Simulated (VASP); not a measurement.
A run of VASP 6.6.1 is set up as follows.

The input INCAR:

```
SYSTEM = HfTa4F
  ALGO = Normal
  EDIFF = 1E-6
  ENCUT = 520
  GGA = PE
  ISIF = 2
  ISMEAR = 0
  LASPH = .True.
  LCHARG = .False.
  LREAL = .False.
  LWAVE = .False.
  NBANDS = 40
  NELM = 60
  PREC = Accurate
  SIGMA = 0.1
```

KPOINTS

```
k-points
0
Gamma
  6 4 4
  0 0 0
```

POSCAR

```
HfTa4F
1.0
    3.6784067600      0.0000000000      0.0000000000
    0.0000000000      4.0918164400      0.0000000000
    0.0000000000      0.0000000000      6.6383371200
Hf Ta F
1 4 1
Direct
    0.0000000000      0.0000000000      0.5000000000
    0.5000000000      0.5000000000      0.5000000000
    0.0000000000      0.5000000000      0.8081193600
    0.0000000000      0.5000000000      0.1918806400
    0.0000000000      0.5000000000      0.5000000000
    0.0000000000      0.0000000000      0.0000000000
```

Potentials or basis: VASP PAW PBE potentials, release 64 (Hf_pv, Ta_pv, F).

Run with:

```sh
$ cat potpaw_PBE.64/Hf_pv/POTCAR potpaw_PBE.64/Ta_pv/POTCAR potpaw_PBE.64/F/POTCAR > POTCAR
$ mpirun -np 1 vasp_std > vasp.out
```

(1) Estimate the pressure.

(2) What does it give for the largest force?

Answers

(1) 147.4 GPa.

(2) 15.643 eV/Å.

Caveat: the k points lie up to 0.38 Å⁻¹ apart; an odd number of electrons without spin polarisation forces a metal; a magnetic or distorted state may lie lower.
